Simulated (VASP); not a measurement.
# PtSe2 (Sudovikovite) (P-3m1) in VASP: notebook

Runs on PtSe2 (Sudovikovite). Level: PBEsol. Tasks: single point.

All numbers are computed with VASP 6.6.1; they aren't measurements. Logs are shortened: lines on timing, memory, paths and dates and some standing lists are left out, and cuts for length are marked.

**1. The cell of the first run**

The structure is trigonal, space group P-3m1 (No. 164). The conventional cell has a = 3.724 Å, b = 3.724 Å, c = 5.062 Å, α = 90.00°, β = 90.00°, γ = 120.00°. Within 3.3 Å of Pt (site symmetry -3m) lie 6 Se at 2.49 Å. Within 3.3 Å of Se (site symmetry 3m) lie 3 Pt at 2.49 Å.

**2. Single point, PBEsol**

The input, INCAR:

```
ALGO = Normal ; EDIFF = 1E-6
ENCUT = 520 ; GGA = PS
ISIF = 2 ; ISMEAR = 1
LASPH = True ; LCHARG = True
LELF = True ; LREAL = False
LVHAR = True ; LWAVE = False
NBANDS = 18 ; NELM = 80
PREC = Accurate ; SIGMA = 0.05
```

The input, KPOINTS:

```
k-points
0
Gamma
  4 4 3
```

The input, POSCAR:

```
PtSe2
1.0
    3.7240000000      0.0000000000      0.0000000000
   -1.8620000000      3.2250790000      0.0000000000
    0.0000000000      0.0000000000      5.0620000000
Pt Se
1 2
Direct
    0.0000000000      0.0000000000      0.0000000000
    0.3333333333      0.6666666667      0.2500000000
    0.6666666667      0.3333333333      0.7500000000
```

Potentials or basis: VASP PAW PBE potentials, release 64 (Pt, Se).

Run with:

```console
> cat potpaw_PBE.64/Pt/POTCAR potpaw_PBE.64/Se/POTCAR > POTCAR
> mpirun -np 1 vasp_std > vasp.out
```

OUTCAR:

```text
EDIFF = 1E-6
   ENCUT = 520
   GGA = PS
   ISIF = 2
   ISMEAR = 1
   LASPH = True
   LREAL = False
   NELM = 80
   PREC = Accurate

 ion  position               nearest neighbor table
   1  0.000  0.000  0.000-   2 2.49   3 2.49   3 2.49   2 2.49   3 2.49   2 2.49
   2  0.333  0.667  0.250-   1 2.49   1 2.49   1 2.49
   3  0.667  0.333  0.750-   1 2.49   1 2.49   1 2.49

  LATTYP: Found a hexagonal cell.
 ALAT       =     3.7240000000
 C/A-ratio  =     1.3592910849

  Lattice vectors:

 A1 = (   3.7240000000,   0.0000000000,   0.0000000000)
 A2 = (  -1.8620000000,   3.2250790000,   0.0000000000)
 A3 = (   0.0000000000,   0.0000000000,   5.0620000000)

Analysis of symmetry for initial positions (statically):
=====================================================================
 Subroutine PRICEL returns:
 Original cell was already a primitive cell.

 Routine SETGRP: Setting up the symmetry group for a
 hexagonal supercell.

 Subroutine GETGRP returns: Found 12 space group operations
 (whereof 12 operations were pure point group operations)
 out of a pool of 24 trial point group operations.

The static configuration has the point symmetry D_3d.

Analysis of symmetry for dynamics (positions and initial velocities):
=====================================================================
 Subroutine PRICEL returns:
 Original cell was already a primitive cell.

 Routine SETGRP: Setting up the symmetry group for a
 hexagonal supercell.

 Subroutine GETGRP returns: Found 12 space group operations
 (whereof 12 operations were pure point group operations)
 out of a pool of 24 trial point group operations.

The dynamic configuration has the point symmetry D_3d.

 Subroutine INISYM returns: Found 12 space group operations
 (whereof 12 operations are pure point group operations),
 and found     1 'primitive' translations

----------------------------------------------------------------------------------------

[... 69 lines left out ...]
   PREC   = accura    normal or accurate (medium, high low for compatibility)
   ISTART =      0    job   : 0-new  1-cont  2-samecut
   ICHARG =      2    charge: 1-file 2-atom 10-const
   ISPIN  =      1    spin polarized calculation?
   LNONCOLLINEAR =      F non collinear calculations
   LSORBIT =      F    spin-orbit coupling
   LASPH  =      T    aspherical Exc in radial PAW
   ENCUT  =  520.0 eV  38.22 Ry    6.18 a.u.   6.92  6.92  9.41*2*pi/ulx,y,z
   NELM   =     80;   NELMIN=  2; NELMDL= -5     # of ELM steps
   EDIFF  = 0.1E-05   stopping-criterion for ELM
   LREAL  =      F    real-space projection
   EDIFFG = 0.1E-04   stopping-criterion for IOM
   NSW    =      0    number of steps for IOM
   IBRION =     -1    ionic relax: 0-MD 1-quasi-New 2-CG
   NFREE  =      0    steps in history (QN), initial steepest desc. (CG)
   ISIF   =      2    stress and relaxation
   ISYM   =      2    0-nonsym 1-usesym 2-fastsym
   POTIM  = 0.5000    time-step for ionic-motion
   TEBEG  =    0.0;   TEEND  =   0.0 temperature during run
   PSTRESS=    0.0 pullay stress
   NELECT =      22.0000    total number of electrons
   NUPDOWN=      -1.0000    fix difference up-down
   EMIN   =  10.00;   EMAX   =-10.00  energy-range for DOS
   EFERMI =   0.00;   METHOD = LEGACY
   ISMEAR =     1;   SIGMA  =   0.05  broadening in eV -4-tet -1-fermi 0-gaus
   EFERMI_NEDOS =   21; number of points for ismear=-14 and -15
   IALGO  =     38    algorithm
   IMIX   =      4    mixing-type and parameters
     AMIX     =   0.40;   BMIX     =  1.00
     AMIX_MAG =   1.60;   BMIX_MAG =  1.00
  volume/ion in A,a.u.               =      20.27       136.76
  Fermi-wavevector in a.u.,A,eV,Ry     =   1.166608  2.204570 18.517183  1.360975
  Thomas-Fermi vector in A             =   2.303119
   LORBIT       =      0    0 simple, 1 ext, 2 COOP (PROOUT), +10 PAW based schemes
   GGA     = PS    functional components
   LHFCALC =     F    Hartree Fock is set to
   AEXX    =    0.0000 exact exchange contribution
   IVDW    =     0    specifies the selected vdW correction
   LEPSILON=     F    determine dielectric tensor
   LRPA    =     F    only Hartree local field effects (RPA)
 non-spin polarized calculation
 Methfessel and Paxton  Order N= 1 SIGMA  =   0.05
  energy-cutoff  :      520.00
  volume of cell :       60.80
 maximum number of plane-waves:      1654
 NGX is ok and might be reduce to    28
   NGX = 13   NGY = 13   NGZ = 19

 number of electron      21.9999999 magnetization

 Free energy of the ion-electron system (eV)
  ---------------------------------------------------
  ext. energy  EPLUGINS =         0.00000000
  ---------------------------------------------------
  free energy    TOTEN  =       -15.94443924 eV

  energy without entropy =      -15.94370081  energy(sigma->0) =      -15.94419310

 E-fermi :   6.5103     XC(G=0): -10.8113

 val. band max:        5.8410152641   @ k =   0.0000   0.2500   0.3333
 cond. band min:       6.5395775082   @ k =   0.0000   0.2500   0.3333
 fundamental gap:      0.6985622441
 Fermi energy:         6.5103205359

 k-point     1 :       0.0000    0.0000    0.0000
  band No.  band energies     occupation
      1      -9.3461      2.00000
      2      -6.5088      2.00000
      3      -0.8414      2.00000
      4      -0.0883      2.00000
      5      -0.0883      2.00000
      6       2.3901      2.00000
[... 166 lines left out ...]
      5       0.7302      2.00000
      6       1.3952      2.00000
[... 10 lines left out ...]
     17      15.2377      0.00000
     18      15.3317      0.00000

------------------------ aborting loop because EDIFF is reached ----------------------------------------

  FORCE on cell =-STRESS in cart. coord.  units (eV):
  Direction    XX          YY          ZZ          XY          YZ          ZX
  --------------------------------------------------------------------------------------
  -------------------------------------------------------------------------------------
  Total        1.1123277      1.1123279     -0.0921334      0.0000000      0.0000000      0.0000000
  in kB       29.3137347     29.3137419     -2.4280394      0.0000000      0.0000000      0.0000000
  external PRESSURE =      18.7331457 kB  Pullay stress =       0.0000000 kB

 VOLUME and BASIS-vectors are now :
 -----------------------------------------------------------------------------
  energy-cutoff  :      520.00
  volume of cell :       60.80
      direct lattice vectors                 reciprocal lattice vectors
     3.724000000  0.000000000  0.000000000     0.268528464  0.155034962  0.000000000
    -1.862000000  3.225079000  0.000000000     0.000000000  0.310069924  0.000000000
     0.000000000  0.000000000  5.062000000     0.000000000  0.000000000  0.197550375

 POSITION                                       TOTAL-FORCE (eV/Angst)
 -----------------------------------------------------------------------------------
      0.00000      0.00000      0.00000        -0.000000      0.000000      0.000000
     -0.00000      2.15005      1.26550         0.000000     -0.000000      0.249762
      1.86200      1.07503      3.79650        -0.000000      0.000000     -0.249762
 -----------------------------------------------------------------------------------
    total drift:                               -0.000000     -0.000000     -0.000000

  FREE ENERGIE OF THE ION-ELECTRON SYSTEM (eV)
  ---------------------------------------------------
  free  energy   TOTEN  =       -15.9444392364 eV

  energy  without entropy=      -15.9437008132  energy(sigma->0) =      -15.94419310
```

Wall time 8.2 s (1 thread of Intel Xeon 6975P-C, shared host); peak memory 0.18 GiB.

What came out:

```yaml
Free_energy: -15.9444 eV
Pressure: 1.9 GPa
Largest_force: 0.250 eV/Å
Band_gap_on_the_k_mesh: zero (band 11 reaches 6.80 eV, above the bottom of band 12 at 6.54 eV)
```

Forces in eV/Å, atoms in the order of the input:
```
Pt   0.000  0.000  0.000
Se   0.000  0.000  0.250
Se   0.000  0.000 -0.250
```

Stress tensor (GPa, compression positive):
```
 2.93  0.00  0.00
 0.00  2.93  0.00
 0.00  0.00 -0.24
```

Caveat: the k points lie up to 0.49 Å⁻¹ apart; the PAW data sets were made with another functional, which shifts forces and pressure a little; spin-orbit coupling is left out, which moves the levels of the heavy elements.

**3. Single point, PBEsol**

The input, INCAR:

```
PREC     = Accurate       # precision mode
ENCUT    = 520            # plane-wave cutoff, eV
EDIFF    = 1E-6           # SCF threshold, eV
ISMEAR   = 1              # smearing method
SIGMA    = 0.05           # smearing width, eV
LREAL    = F              # projectors in reciprocal space
LASPH    = T              # aspherical terms in the spheres
NELM     = 100            # most SCF steps
ALGO     = Normal         # electronic algorithm
ISIF     = 2              # what is computed and relaxed
LWAVE    = F              # write WAVECAR
LCHARG   = T              # write CHGCAR
GGA      = PS             # functional
LELF     = T              # ELF
LVHAR    = T            
NBANDS   = 18             # bands
```

The input, KPOINTS:

```
Automatic mesh
0
Gamma
  5 5 4
```

POSCAR is that of step 2.

Potentials or basis: VASP PAW PBE potentials, release 64 (Pt, Se).

Run with:

```console
> cat potpaw_PBE.64/Pt/POTCAR potpaw_PBE.64/Se/POTCAR > POTCAR
> mpirun -np 1 vasp_std > vasp.out
```

Run time: 13 s. Hardware: 1 thread of Intel Xeon 6975P-C, shared host; peak memory 0.18 GiB.

The run converged. Its results:

```yaml
Free_energy: -15.8962 eV
Pressure: 2.1 GPa
Largest_force: 0.238 eV/Å
Band_gap_on_the_k_mesh: zero (band 11 reaches 6.82 eV, above the bottom of band 12 at 6.63 eV)
```

Forces on the atoms (eV/Å):
```
Pt   0.000  0.000  0.000
Se   0.000  0.000  0.238
Se   0.000  0.000 -0.238
```

Stress tensor (GPa, compression positive):
```
2.79 0.00 0.00
0.00 2.79 0.00
0.00 0.00 0.84
```

Levels at points of the mesh, in eV from the Fermi level:
| k point | band 7 | band 8 | band 9 | band 10 | band 11 | band 12 | band 13 | band 14 | band 15 | band 16 |
| --- | --- | --- | --- | --- | --- | --- | --- | --- | --- | --- |
| (0.00, 0.00, 0.00) | -4.24 | -2.80 | -1.28 | -1.28 | 0.21 | 1.25 | 1.25 | 3.28 | 3.88 | 7.00 |
| (0.00, 0.00, 0.50) | -4.27 | -3.20 | -1.93 | -1.71 | -1.71 | 2.10 | 2.10 | 4.49 | 6.05 | 6.48 |

Caveat: the k points lie up to 0.39 Å⁻¹ apart; the PAW data sets were made with another functional, which shifts forces and pressure a little; spin-orbit coupling is left out, which moves the levels of the heavy elements.

**4. Single point, PBEsol**

The input, INCAR:

```
SYSTEM = PtSe2
ALGO = Normal ; EDIFF = 1E-6
ENCUT = 520 ; GGA = PS
ISIF = 2 ; ISMEAR = 1
LASPH = .True. ; LCHARG = .False.
LREAL = .False. ; LWAVE = .False.
NBANDS = 18 ; NELM = 60
PREC = Accurate ; SIGMA = 0.05
```

The input, KPOINTS:

```
k-points
0
Gamma
  7 7 5
  0 0 0
```

POSCAR is that of step 3.

Run with:

```console
> cat potpaw_PBE.64/Pt/POTCAR potpaw_PBE.64/Se/POTCAR > POTCAR
> mpirun -np 1 vasp_std > vasp.out
```

Wall time 18 s (1 thread of Intel Xeon 6975P-C, shared host); peak memory 0.2 GiB.

Results (log left out):

| Quantity | Value |
| --- | --- |
| Free energy | -15.8856 eV |
| Pressure | 2.2 GPa |
| Largest force | 0.389 eV/Å |
| Band gap on the k mesh | zero (band 11 reaches 6.80 eV, above the bottom of band 12 at 6.44 eV) |

Forces on the atoms (eV/Å):
```
Pt   0.000  0.000  0.000
Se   0.000  0.000  0.389
Se   0.000  0.000 -0.389
```

Stress tensor (GPa, compression positive):
```
2.68 0.00 0.00
0.00 2.68 0.00
0.00 0.00 1.25
```

Levels at points of the mesh, in eV from the Fermi level:
```
           k point  band 7  band 8  band 9  band 10  band 11  band 12  band 13  band 14  band 15  band 16
(0.00, 0.00, 0.00)   -4.06   -2.62   -1.11    -1.11     0.36     1.42     1.42     3.45     4.05     7.17
```

Caveat: the PAW data sets were made with another functional, which shifts forces and pressure a little; spin-orbit coupling is left out, which moves the levels of the heavy elements.

**5. Overview**

| k mesh | gap on the mesh (eV) | pressure (GPa) | largest force (eV/Å) |
| --- | --- | --- | --- |
| 4 × 4 × 3 | none | 1.9 | 0.25 |
| 5 × 5 × 4 | none | 2.1 | 0.24 |
| 7 × 7 × 5 | none | 2.2 | 0.39 |

Alike in all rows: task single point; level PBEsol; potentials or basis VASP PAW PBE potentials, release 64 (Pt, Se); no spin polarisation; cell as given; cutoff (eV) 520; smearing methfessel-paxton 0.05 eV.

Caveats: some runs use coarse meshes; the PAW data sets were made with another functional, which shifts forces and pressure a little; spin-orbit coupling is left out, which moves the levels of the heavy elements.

Total energies depend on the potentials used, so only differences within one code and one set of settings carry meaning.
